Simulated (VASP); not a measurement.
# MgAl16N16 (a cell with a defect) in VASP: further runs

Runs on MgAl16N16 (a cell with a defect). Level: PBE. Tasks: single point, relaxation of the atoms.

Everything below comes from runs of VASP 6.6.1. Logs are shortened: lines on timing, memory, paths and dates and some standing lists are left out, and cuts for length are marked.

## Step 1: The cell of the first run

The cell holds a defect, 33 atoms: a = 6.260 Å, b = 6.260 Å, c = 10.035 Å, α = 90.00°, β = 90.00°, γ = 120.00°.

## Step 2: Single point, PBE

Input file INCAR:

```
ALGO = Normal ; EDIFF = 1E-6
ENCUT = 520 ; GGA = PE
GGA_COMPAT = False ; ISIF = 2
ISMEAR = -1 ; LASPH = True
LCHARG = True ; LELF = True
LREAL = Auto ; LVHAR = True
LWAVE = False ; NBANDS = 87
NELECT = 128.0 ; NELM = 120
PREC = Accurate ; SIGMA = 0.01
```

Input file KPOINTS:

```
Automatic mesh
0
Gamma
  2 2 2
  0.5 0.5 0.5
```

Input file POSCAR:

```
MgAl16N16
1.0
    6.2595139365      0.0000000578      0.0000000000
   -3.1297570183      5.4208980555      0.0000000000
    0.0000000000      0.0000000000     10.0348064907
Al N Mg
16 16 1
Direct
    0.3588899046      0.1794595032      0.2330889905
    0.1753079501      0.3501770795      0.5116934634
    0.3325273523      0.1652442624      0.7518589791
    0.1657684804      0.3318112716      0.9987622966
    0.3329418344      0.6660440996      0.2524663089
    0.1740547003      0.8250348231      0.5113092092
    0.3332940395      0.6658371239      0.7586288180
    0.1656923774      0.8333651746      0.9989509653
    0.8199432889      0.1789098902      0.2318207676
    0.6665457850      0.3326319478      0.5016158425
    0.8338004144      0.1653226729      0.7520231031
    0.6657768221      0.3330944307      0.9835270116
    0.8197112670      0.6402138173      0.2329713193
    0.6488696826      0.8236866865      0.5116855698
    0.8338755413      0.6666071500      0.7518829557
    0.6671531577      0.8332336585      0.9987553422
    0.3304232114      0.1667561596      0.4366177928
    0.1631793306      0.3239208823      0.1939934062
    0.3290328067      0.1658276029      0.9408014467
    0.1690003806      0.3335842137      0.6952076267
    0.3316467384      0.6673626519      0.4410396284
    0.1642685921      0.8349854720      0.1934066930
    0.3317226909      0.6671744596      0.9469005038
    0.1688277710      0.8302503424      0.6949830958
    0.8324013363      0.1662935023      0.4363196293
    0.6667800218      0.3321974560      0.1725202254
    0.8328815556      0.1661075069      0.9413510556
    0.6678687215      0.3312212653      0.6904150892
    0.8325681443      0.6687795811      0.4365847093
    0.6749914432      0.8356592278      0.1939966782
    0.8330549348      0.6698945993      0.9408369781
    0.6654874988      0.8300697923      0.6952050054
   -0.0016069801      0.0006249816      0.3505391283
```

Potentials or basis: VASP PAW PBE potentials, release 64 (Al, N, Mg).

Run with:

```sh
> cat potpaw_PBE.64/Al/POTCAR potpaw_PBE.64/N/POTCAR potpaw_PBE.64/Mg/POTCAR > POTCAR
> mpirun -np 1 vasp_std > vasp.out
```

OUTCAR:

```text
EDIFF = 1E-6
   ENCUT = 520
   GGA = PE
   ISIF = 2
   ISMEAR = -1
   LASPH = True
   LREAL = Auto
   NELECT = 128.0
   NELM = 120
   PREC = Accurate

 ion  position               nearest neighbor table
   1  0.359  0.179  0.233-  26 1.78  18 1.89  22 1.91  17 2.05  33 2.28  13 2.88   9 2.89  12 3.01
                             4 3.01   8 3.01   5 3.14   5 3.14  10 3.17
   2  0.175  0.350  0.512-  20 1.84  21 1.86  17 1.99  25 2.01  33 2.49  14 2.96   6 2.98   7 3.01
                            11 3.04   3 3.04   5 3.11  10 3.13  10 3.13   6 3.28  14 3.30
   3  0.333  0.165  0.752-  20 1.89  19 1.90  24 1.90  28 1.92  12 2.94   6 3.04   2 3.04   8 3.06
                             4 3.07  10 3.10  15 3.12  11 3.12   7 3.13   7 3.13  11 3.14  15 3.14
   4  0.166  0.332  0.999-  19 1.88  23 1.89  27 1.89  18 1.96   9 3.00   1 3.01   7 3.01  11 3.06
                             3 3.07   8 3.12  16 3.12   5 3.12  12 3.13  12 3.14  16 3.14   8 3.14
   5  0.333  0.666  0.252-  21 1.89  22 1.92  30 1.94  18 1.95   2 3.11  14 3.11   6 3.12   8 3.12
                            16 3.12   4 3.12   1 3.14  13 3.14   9 3.14   9 3.14  13 3.14   1 3.14
   6  0.174  0.825  0.511-  24 1.84  21 1.85  29 2.00  17 2.00  33 2.50   2 2.98  14 2.98   7 3.02
                             3 3.04  15 3.04   5 3.12  10 3.13  10 3.13  14 3.28   2 3.28
   7  0.333  0.666  0.759-  23 1.89  24 1.89  32 1.91  20 1.91  14 3.01   2 3.01  16 3.01   4 3.01
                             8 3.02   6 3.02   3 3.13  15 3.13  11 3.13  11 3.13  15 3.13   3 3.13
   8  0.166  0.833  0.999-  23 1.88  19 1.89  31 1.90  22 1.95  13 3.01   1 3.01   7 3.02  15 3.06
                             3 3.06   4 3.12  16 3.12   5 3.12  12 3.13  12 3.13  16 3.14   4 3.14
   9  0.820  0.179  0.232-  26 1.76  18 1.91  30 1.91  25 2.06  33 2.27   1 2.89  13 2.89  16 3.00
[... 17 lines left out ...]
  19  0.329  0.166  0.941-  12 1.88   4 1.88   8 1.89   3 1.90
  20  0.169  0.334  0.695-   2 1.84   3 1.89  11 1.90   7 1.91
  21  0.332  0.667  0.441-   6 1.85   2 1.86  14 1.86   5 1.89
  22  0.164  0.835  0.193-   1 1.91  13 1.91   5 1.92   8 1.95  33 2.39
  23  0.332  0.667  0.947-   8 1.88   7 1.89   4 1.89  16 1.89
  24  0.169  0.830  0.695-   6 1.84   7 1.89  15 1.90   3 1.90
  25  0.832  0.166  0.436-  10 1.92  33 1.99  14 2.01   2 2.01   9 2.06
  26  0.667  0.332  0.173-   9 1.76   1 1.78  13 1.78  12 1.90
  27  0.833  0.166  0.941-  12 1.86  16 1.89   4 1.89  11 1.90
  28  0.668  0.331  0.690-  10 1.89  11 1.90   3 1.92  15 1.92
  29  0.833  0.669  0.437-  10 1.94  14 1.99  33 2.00   6 2.00  13 2.05
  30  0.675  0.836  0.194-  13 1.89   9 1.91   5 1.94  16 1.96  33 2.35
  31  0.833  0.670  0.941-  12 1.88  16 1.88   8 1.90  15 1.90
  32  0.665  0.830  0.695-  14 1.84  15 1.89  11 1.90   7 1.91
  33  0.998  0.001  0.351-  25 1.99  29 2.00  17 2.00   9 2.27   1 2.28  13 2.28  18 2.35  30 2.35
                            22 2.39  14 2.49   2 2.49   6 2.50

  LATTYP: Found a hexagonal cell.
 ALAT       =     6.2595139365
 C/A-ratio  =     1.6031287082

  Lattice vectors:

 A1 = (   6.2595139365,   0.0000000578,   0.0000000000)
 A2 = (  -3.1297570183,   5.4208980555,   0.0000000000)
 A3 = (   0.0000000000,   0.0000000000,  10.0348064907)

Analysis of symmetry for initial positions (statically):
=====================================================================
 Subroutine PRICEL returns:
 Original cell was already a primitive cell.

 Routine SETGRP: Setting up the symmetry group for a
 hexagonal supercell.

 Subroutine GETGRP returns: Found  1 space group operations
 (whereof  1 operations were pure point group operations)
 out of a pool of 24 trial point group operations.

The static configuration has the point symmetry C_1 .

Analysis of symmetry for dynamics (positions and initial velocities):
=====================================================================
 Subroutine PRICEL returns:
 Original cell was already a primitive cell.

 Routine SETGRP: Setting up the symmetry group for a
 hexagonal supercell.

[... 43 lines left out ...]
   TEBEG  =    0.0;   TEEND  =   0.0 temperature during run
   PSTRESS=    0.0 pullay stress
   NELECT =     128.0000    total number of electrons
   NUPDOWN=      -1.0000    fix difference up-down
   EMIN   =  10.00;   EMAX   =-10.00  energy-range for DOS
   EFERMI =   0.00;   METHOD = LEGACY
   ISMEAR =    -1;   SIGMA  =   0.01  broadening in eV -4-tet -1-fermi 0-gaus
   EFERMI_NEDOS =   21; number of points for ismear=-14 and -15
   IALGO  =     38    algorithm
   IMIX   =      4    mixing-type and parameters
     AMIX     =   0.40;   BMIX     =  1.00
     AMIX_MAG =   1.60;   BMIX_MAG =  1.00
  volume/ion in A,a.u.               =      10.32        69.63
  Fermi-wavevector in a.u.,A,eV,Ry     =   1.181511  2.232733 18.993310  1.395969
  Thomas-Fermi vector in A             =   2.317783
   LORBIT       =      0    0 simple, 1 ext, 2 COOP (PROOUT), +10 PAW based schemes
   GGA     = PE    functional components
   LHFCALC =     F    Hartree Fock is set to
   AEXX    =    0.0000 exact exchange contribution
   IVDW    =     0    specifies the selected vdW correction
   LEPSILON=     F    determine dielectric tensor
   LRPA    =     F    only Hartree local field effects (RPA)
 non-spin polarized calculation
  energy-cutoff  :      520.00
  volume of cell :      340.50
 maximum number of plane-waves:      9165
 NGX is ok and might be reduce to    48
   NGX = 23   NGY = 23   NGZ = 37

 number of electron     127.9999997 magnetization

 Free energy of the ion-electron system (eV)
  ---------------------------------------------------
  ext. energy  EPLUGINS =         0.00000000
  ---------------------------------------------------
  free energy    TOTEN  =      -252.18536304 eV

  energy without entropy =     -252.18536304  energy(sigma->0) =     -252.18536304

 E-fermi :   6.3283     XC(G=0): -10.8994

 val. band max:        6.0612384564   @ k =  -0.2500   0.2500   0.2500
 cond. band min:      10.9634490908   @ k =   0.2500  -0.2500   0.2500
 fundamental gap:      4.9022106344
 Fermi energy:         6.3282633396

 k-point     1 :       0.2500    0.2500    0.2500
  band No.  band energies     occupation
      1      -8.5830      2.00000
      2      -8.0803      2.00000
      3      -7.8031      2.00000
      4      -7.6875      2.00000
      5      -7.3280      2.00000
      6      -7.2534      2.00000
[... 937 lines left out ...]
     75      12.4834      0.00000
     76      12.5764      0.00000
 [bands above 76 left out]

------------------------ aborting loop because EDIFF is reached ----------------------------------------

  FORCE on cell =-STRESS in cart. coord.  units (eV):
  Direction    XX          YY          ZZ          XY          YZ          ZX
  --------------------------------------------------------------------------------------
  -------------------------------------------------------------------------------------
  Total       -5.3014704     -7.3439161     -9.8398755     -1.7730855     -0.0822456      0.1188700
  in kB      -24.9451470    -34.5555201    -46.2998229     -8.3429455     -0.3869923      0.5593219
  external PRESSURE =     -35.2668300 kB  Pullay stress =       0.0000000 kB

 VOLUME and BASIS-vectors are now :
 -----------------------------------------------------------------------------
  energy-cutoff  :      520.00
  volume of cell :      340.50
      direct lattice vectors                 reciprocal lattice vectors
     6.259513937  0.000000058  0.000000000     0.159756813  0.092235641  0.000000000
    -3.129757018  5.420898056  0.000000000    -0.000000002  0.184471278  0.000000000
     0.000000000  0.000000000 10.034806491     0.000000000  0.000000000  0.099653142

 POSITION                                       TOTAL-FORCE (eV/Angst)
 -----------------------------------------------------------------------------------
      1.68481      0.97283      2.33900         0.092981     -0.156278     -0.120488
      0.00137      1.89827      5.13474        -0.100403      0.028393     -0.111470
      1.56429      0.89577      7.54476         0.109018     -0.069582     -0.095452
     -0.00086      1.79872     10.02239        -0.130448      0.065181     -0.081592
     -0.00050      3.61056      2.53345         0.087466     -0.051802     -0.096305
     -1.49266      4.47243      5.13089        -0.046448      0.031642     -0.059536
[... 25 lines left out ...]
      1.56771      4.49972      6.97625        -0.166850      0.111182      0.111508
      6.24750      0.00339      3.51759         0.055645     -0.027697      0.054059
 -----------------------------------------------------------------------------------
    total drift:                                0.000230     -0.000291     -0.009699

  FREE ENERGIE OF THE ION-ELECTRON SYSTEM (eV)
  ---------------------------------------------------
  free  energy   TOTEN  =      -252.1853630423 eV

  energy  without entropy=     -252.1853630423  energy(sigma->0) =     -252.18536304
```

It took 20 min on 1 thread of Oxide Virtual Turin-like, shared host; peak memory 0.54 GiB.

Results:

- Free energy: -252.1854 eV
- Largest force: 0.305 eV/Å

Forces on the atoms (eV/Å):
```
Al   0.093 -0.156 -0.120
Al  -0.100  0.028 -0.111
Al   0.109 -0.070 -0.095
Al  -0.130  0.065 -0.082
Al   0.087 -0.052 -0.096
Al  -0.046  0.032 -0.060
Al   0.107 -0.067 -0.110
Al  -0.132  0.069 -0.109
Al   0.133 -0.073 -0.061
Al  -0.084  0.046 -0.068
Al   0.112 -0.068 -0.085
Al  -0.131  0.080 -0.084
Al   0.187 -0.005 -0.119
Al  -0.077  0.070 -0.109
Al   0.110 -0.066 -0.092
Al  -0.124  0.075 -0.082
N    0.069 -0.076  0.033
N   -0.149  0.117  0.065
N    0.203 -0.085  0.109
N   -0.179  0.092  0.111
N    0.163 -0.094  0.146
N   -0.220  0.119  0.175
N    0.192 -0.105  0.140
N   -0.167  0.098  0.123
N    0.180 -0.090  0.026
N   -0.210  0.126  0.014
N    0.182 -0.106  0.067
N   -0.165  0.098  0.101
N    0.091 -0.037  0.038
N   -0.177  0.079  0.061
N    0.185 -0.130  0.110
N   -0.167  0.111  0.112
Mg   0.056 -0.028  0.054
```

Caveat: the k points lie up to 0.58 Å⁻¹ apart; the cell carries a net charge on a neutralising background, which shifts energy and pressure; the cell is charged against a uniform background, so pressure and absolute levels hang on convention.

## Step 3: Relaxation of the atoms, PBE

Input file INCAR:

```
SYSTEM = MgAl16N16
ALGO = Normal ; EDIFF = 1E-7
EDIFFG = -0.03 ; ENCUT = 520
GGA = PE ; GGA_COMPAT = .False.
IBRION = 2 ; ISIF = 2
ISMEAR = 0 ; LASPH = .True.
LCHARG = .False. ; LREAL = Auto
LWAVE = .False. ; NELM = 120
NELMIN = 4 ; NSW = 100
PREC = Accurate ; SIGMA = 0.01
```

Input file KPOINTS:

```
Automatic mesh
0
Gamma
  1 1 1
  0.25 0.25 0.25
```

Input file POSCAR:

```
MgAl16N16
1.0
    6.2595139400      0.0000000600      0.0000000000
   -3.1297570200      5.4208980600      0.0000000000
    0.0000000000      0.0000000000     10.0348064900
Al N Mg
16 16 1
Direct
    0.3333333300      0.1666666700      0.2496176900
    0.1666666700      0.3333333300      0.4996176900
    0.3333333300      0.1666666700      0.7496176900
    0.1666666700      0.3333333300      0.9996176900
    0.3333333300      0.6666666700      0.2496176900
    0.1666666700      0.8333333300      0.4996176900
    0.3333333300      0.6666666700      0.7496176900
    0.1666666700      0.8333333300      0.9996176900
    0.8333333300      0.1666666700      0.2496176900
    0.6666666700      0.3333333300      0.4996176900
    0.8333333300      0.1666666700      0.7496176900
    0.6666666700      0.3333333300      0.9996176900
    0.8333333300      0.6666666700      0.2496176900
    0.6666666700      0.8333333300      0.4996176900
    0.8333333300      0.6666666700      0.7496176900
    0.6666666700      0.8333333300      0.9996176900
    0.3333333300      0.1666666700      0.4403823100
    0.1666666700      0.3333333300      0.1903823100
    0.3333333300      0.1666666700      0.9403823100
    0.1666666700      0.3333333300      0.6903823100
    0.3333333300      0.6666666700      0.4403823100
    0.1666666700      0.8333333300      0.1903823100
    0.3333333300      0.6666666700      0.9403823100
    0.1666666700      0.8333333300      0.6903823100
    0.8333333300      0.1666666700      0.4403823100
    0.6666666700      0.3333333300      0.1903823100
    0.8333333300      0.1666666700      0.9403823100
    0.6666666700      0.3333333300      0.6903823100
    0.8333333300      0.6666666700      0.4403823100
    0.6666666700      0.8333333300      0.1903823100
    0.8333333300      0.6666666700      0.9403823100
    0.6666666700      0.8333333300      0.6903823100
    0.0000000000      0.0000000000      0.3450000000
```

Potentials or basis: VASP PAW PBE potentials, release 64 (Al, N, Mg).

Run with:

```sh
> cat potpaw_PBE.64/Al/POTCAR potpaw_PBE.64/N/POTCAR potpaw_PBE.64/Mg/POTCAR > POTCAR
> mpirun -np 1 vasp_std > vasp.out
```

Wall time 34 min (1 thread of Oxide Virtual Turin-like, shared host); peak memory 0.45 GiB.

It converged, with:

| Item | Value |
| --- | --- |
| Free energy | -232.9605 eV |
| Energy gained by relaxing | 119.1 meV/atom |
| Ionic steps | 26 |
| Pressure after relaxing | 8.1 GPa |
| Largest force after relaxing | 0.022 eV/Å |
| Band gap on the k mesh | 1.06 eV |

Forces in eV/Å, atoms in the order of the input:
```
Al   0.008  0.005  0.004
Al   0.000  0.008 -0.005
Al  -0.009 -0.005 -0.003
Al   0.000 -0.011 -0.004
Al   0.000  0.000 -0.022
Al   0.007 -0.004 -0.005
Al   0.000  0.000  0.018
Al  -0.009  0.005 -0.004
Al  -0.008  0.005  0.004
Al   0.000  0.000  0.007
Al   0.009 -0.005 -0.003
Al   0.000  0.000 -0.015
Al   0.000 -0.009  0.004
Al  -0.007 -0.004 -0.005
Al   0.000  0.010 -0.003
Al   0.009  0.005 -0.004
N    0.003  0.001  0.014
N    0.000 -0.004 -0.001
N    0.003  0.002 -0.009
N    0.000  0.009 -0.001
N    0.000  0.000 -0.005
N   -0.003  0.002 -0.001
N    0.000  0.000  0.015
N    0.007 -0.004 -0.001
N   -0.003  0.001  0.014
N    0.000  0.000  0.008
N   -0.003  0.002 -0.009
N    0.000  0.000 -0.004
N    0.000 -0.003  0.014
N    0.003  0.002 -0.001
N    0.000 -0.004 -0.009
N   -0.007 -0.004 -0.001
Mg   0.000  0.000  0.013
```

Stress tensor (GPa, compression positive):
```
 5.54  0.00  0.00
 0.00  5.54  0.00
 0.00  0.00 13.19
```

The path:
```csv
step,energy change (eV),largest force (eV/Å),pressure (GPa)
1,0.0000,6.7773,9.06
2,0.0604,10.4804,10.29
3,-2.6812,2.7244,7.12
4,-3.2451,1.2169,6.89
5,-3.2525,1.2882,6.92
6,-3.4302,0.7425,6.80
7,-3.4333,0.8452,6.81
8,-3.5679,0.5052,6.87
9,-3.6073,0.7508,7.13
10,-3.6981,0.7569,7.39
11,-3.7142,0.8862,7.50
12,-3.7922,0.6033,7.57
13,-3.8016,0.4725,7.61
14,-3.8447,0.3421,7.61
15,-3.8482,0.4405,7.63
16,-3.8775,0.3239,7.72
17,-3.8874,0.3792,7.82
18,-3.9085,0.1978,7.91
19,-3.9098,0.2077,7.95
20,-3.9215,0.1312,8.02
21,-3.9228,0.1454,8.06
22,-3.9284,0.0846,8.09
23,-3.9284,0.0843,8.09
24,-3.9292,0.0576,8.10
25,-3.9292,0.0339,8.10
26,-3.9294,0.0220,8.09
```

Final structure:
```yaml
crystal:
  lattice:
    - [6.25951, 0.00000, 0.00000]
    - [-3.12976, 5.42090, 0.00000]
    - [0.00000, 0.00000, 10.03481]
  atoms:
    - { symbol: Al, position: [0.36294, 0.18147, 0.23185] }
    - { symbol: Al, position: [0.16126, 0.32253, 0.51904] }
    - { symbol: Al, position: [0.32901, 0.16451, 0.74974] }
    - { symbol: Al, position: [0.16659, 0.33319, 0.99986] }
    - { symbol: Al, position: [0.33333, 0.66667, 0.26447] }
    - { symbol: Al, position: [0.16126, 0.83874, 0.51904] }
    - { symbol: Al, position: [0.33333, 0.66667, 0.76442] }
    - { symbol: Al, position: [0.16659, 0.83341, 0.99986] }
    - { symbol: Al, position: [0.81853, 0.18147, 0.23185] }
    - { symbol: Al, position: [0.66667, 0.33333, 0.49124] }
    - { symbol: Al, position: [0.83549, 0.16451, 0.74974] }
    - { symbol: Al, position: [0.66667, 0.33333, 0.97960] }
    - { symbol: Al, position: [0.81853, 0.63706, 0.23185] }
    - { symbol: Al, position: [0.67747, 0.83874, 0.51904] }
    - { symbol: Al, position: [0.83549, 0.67099, 0.74974] }
    - { symbol: Al, position: [0.66681, 0.83341, 0.99986] }
    - { symbol: N, position: [0.34860, 0.17430, 0.42190] }
    - { symbol: N, position: [0.16380, 0.32759, 0.19161] }
    - { symbol: N, position: [0.33003, 0.16501, 0.93928] }
    - { symbol: N, position: [0.17200, 0.34400, 0.70555] }
    - { symbol: N, position: [0.33333, 0.66667, 0.45357] }
    - { symbol: N, position: [0.16380, 0.83620, 0.19161] }
    - { symbol: N, position: [0.33333, 0.66667, 0.95165] }
    - { symbol: N, position: [0.17200, 0.82800, 0.70555] }
    - { symbol: N, position: [0.82570, 0.17430, 0.42190] }
    - { symbol: N, position: [0.66667, 0.33333, 0.16218] }
    - { symbol: N, position: [0.83499, 0.16501, 0.93928] }
    - { symbol: N, position: [0.66667, 0.33333, 0.68596] }
    - { symbol: N, position: [0.82570, 0.65140, 0.42190] }
    - { symbol: N, position: [0.67241, 0.83620, 0.19161] }
    - { symbol: N, position: [0.83499, 0.66997, 0.93928] }
    - { symbol: N, position: [0.65600, 0.82800, 0.70555] }
    - { symbol: Mg, position: [0.00000, 0.00000, 0.35543] }
```

Levels at points of the mesh, in eV from the valence-band top:
```
           k point  band 61  band 62  band 63  band 64  band 65  band 66  band 67  band 68  band 69  band 70
(0.25, 0.25, 0.25)    -4.97    -4.92    -4.70    -4.60     0.00     1.06     1.22     1.46     1.63     1.68
```

Caveat: the k points lie up to 1.16 Å⁻¹ apart, too coarse for converged energies, forces and pressures.
